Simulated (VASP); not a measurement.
**PbS: dielectric tensor with PBE**

The system is PbS.

```
Pb S
1.0
     0.00000    2.96575    2.96575
     2.96575    0.00000    2.96575
     2.96575    2.96575    0.00000
Pb S
1 1
Direct
  0.00000 0.00000 0.00000
  0.50000 0.50000 0.50000
```

```json
{"Program": "VASP 6.6.1", "Task": "dielectric tensor", "Functional": "PBE", "Potentials or basis": "VASP PAW PBE potentials, release 64 (Pb_d, S)", "Cutoff": "520 eV", "k mesh": "8 × 8 × 8", "Occupations": "gaussian, width 0.01 eV", "Spin": "no spin polarisation", "Dipole correction": "no", "Further INCAR settings": "ALGO = Normal; EDIFF = 1e-08"}
```

* Band gap on the k mesh: 0.36 eV
* Electronic dielectric tensor (diagonal): 22.57
* Born charges (mean of the diagonal): Pb +3.92; S -3.92 e

Levels at points of the mesh, in eV from the valence-band top:
| k point | band 8 | band 9 | band 10 | band 11 | band 12 | band 13 |
| --- | --- | --- | --- | --- | --- | --- |
| (0.00, 0.00, 0.00) | -2.17 | -2.17 | -2.17 | 5.21 | 5.21 | 5.21 |
| (0.50, 0.00, 0.00) | -1.78 | -1.78 | 0.00 | 0.36 | 1.96 | 1.96 |
| (0.50, 0.50, 0.00) | -5.20 | -3.44 | -3.44 | 3.86 | 5.58 | 5.68 |

Electronic dielectric tensor:
```
22.57  0.00  0.00
 0.00 22.57  0.00
 0.00  0.00 22.57
```

Born effective charge tensors (e):
atom 1, Pb
```
3.92 0.00 0.00
0.00 3.92 0.00
0.00 0.00 3.92
```
atom 2, S
```
-3.92  0.00  0.00
 0.00 -3.92  0.00
 0.00  0.00 -3.92
```

Wall time 3 min on 1 thread of AMD EPYC 9R45 96-Core Processor (Zen 5), on a shared host, peak memory 0.25 GiB.

Caveat: the gap is small at this level, which inflates the dielectric constant; spin-orbit coupling is left out, which moves the levels of the heavy elements. A k mesh can miss the band edges.
